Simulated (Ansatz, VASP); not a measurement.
**Sn: VASP beside Ansatz**

```
CELL_PARAMETERS angstrom
5.50869 0.00000 0.00000
-2.75434 4.77067 0.00000
0.00000 0.00000 3.34322
ATOMIC_POSITIONS crystal
Sn 0.00000 0.00000 0.00000
Sn 0.33333 0.66667 0.50000
Sn 0.66667 0.33333 0.50000
```

Alike in both runs: task single point; functional r2SCAN; k mesh 8 × 8 × 11; occupations fermi-dirac, width 0.1 eV; no spin polarisation.

|  | VASP | Ansatz |
| --- | --- | --- |
| version | VASP 6.6.1 | Ansatz 0.2.0 |
| potentials or method | VASP PAW PBE potentials, release 64 (Sn_d), cutoff 520 eV | plane waves (500 eV) with PAW, scalar-relativistic |
| valence electrons in the cell | 42 | 42 |

Ansatz gave:

- pressure (GPa): -2.9
- traceless stress, the component that is largest in VASP (GPa): -1.57

Task: Which values does VASP return?

Result: Pressure (GPa): -3.0; traceless stress, the component that is largest in VASP (GPa): -1.56.

VASP's potentials were made for PBE, not for r2SCAN.
